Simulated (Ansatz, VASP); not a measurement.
Given: the input of a run of Ansatz 0.2.0 on BN.

Contents of input.yaml:

```yaml
crystal:
  lattice:
    - [2.4568420491, 0.0, 0.0]
    - [-1.2212605467, 2.1318056974, 0.0]
    - [-0.6177907512, -1.0659028487, 2.960838197]
  atoms:
    - { symbol: "N", position: [0.668506, 0.332385, 0.984999] }
    - { symbol: B, position: [0.979643, 0.983499, 0.001806] }
hamiltonian:
  xc: pbe0
  pseudopotentials: { kind: paw }
kpoints:
  mp_grid: { grid: [6, 6, 4] }
scf:
  occupations: { method: fermi_dirac, width: 0.05 }
output:
  forces: true
  stress: true
  eigenvalues: true
```

Potentials or basis: Ansatz PAW.

The run is started by

```console
$ ansatz run input.yaml --threads 2 --pin off --max-ram 5632MiB --backend cpu --events-out ev --progress --plain --runs-dir out
```

Question: Set up the same calculation for VASP 6.6.1. Potentials there: VASP PAW PBE potentials, release 64 (N, B).

Answer: As run (the cutoff follows the program's own potentials):

File POSCAR:

```
BN
1.0
    2.4568420491      0.0000000000      0.0000000000
   -1.2212605467      2.1318056974      0.0000000000
   -0.6177907512     -1.0659028487      2.9608381970
N B
1 1
Direct
    0.6685060000      0.3323850000      0.9849990000
    0.9796430000      0.9834990000      0.0018060000
```

INCAR.step1

```
SYSTEM = BN
  PREC = Accurate
  ENCUT = 520
  EDIFF = 1E-5
  ISMEAR = -1
  SIGMA = 0.05
  LREAL = .False.
  LASPH = .True.
  NELM = 80
  ALGO = Normal
  ISIF = 2
  LWAVE = .True.
  LCHARG = .False.
  NBANDS = 11
  GGA = PE
```

Contents of INCAR.step2:

```
SYSTEM = BN
  PREC = Accurate
  ENCUT = 520
  EDIFF = 1E-6
  ISMEAR = -1
  SIGMA = 0.05
  LREAL = .False.
  LASPH = .True.
  NELM = 80
  ALGO = Normal
  ISIF = 2
  LWAVE = .False.
  LCHARG = .False.
  GGA = PE
  LHFCALC = .True.
  AEXX = 0.25
  PRECFOCK = Normal
  NBANDS = 11
  ISTART = 1
```

Contents of KPOINTS:

```
Automatic mesh
0
Gamma
  6 6 4
  0 0 0
```

Potentials or basis: VASP PAW PBE potentials, release 64 (N, B).

The run is started by

```sh
$ cat potpaw_PBE.64/N/POTCAR potpaw_PBE.64/B/POTCAR > POTCAR
$ cp INCAR.step1 INCAR
$ mpirun -np 1 vasp_std > vasp.out
$ cp INCAR.step2 INCAR
$ mpirun -np 1 vasp_std > vasp.out
```

Both were run:

|  | VASP | Ansatz | Ansatz less VASP |
| --- | --- | --- | --- |
| gap on the k mesh at the Fermi level (eV) | 4.89 | 4.87 | -0.018 |
| least direct gap on the mesh (eV) | 6.83 | 6.80 | -0.022 |
| pressure (GPa) | 18.4 | 18.3 | -0.12 |
| traceless stress, the component that is largest in VASP (GPa) | 13.21 | 12.90 | -0.316 |
| rms of the force components (eV/Å) | 1.855 | 1.858 | +0.0030 |

Atom by atom the forces differ by 0.003 eV/Å (rms over components).

The k mesh is coarse, so the values compare programs but aren't converged.
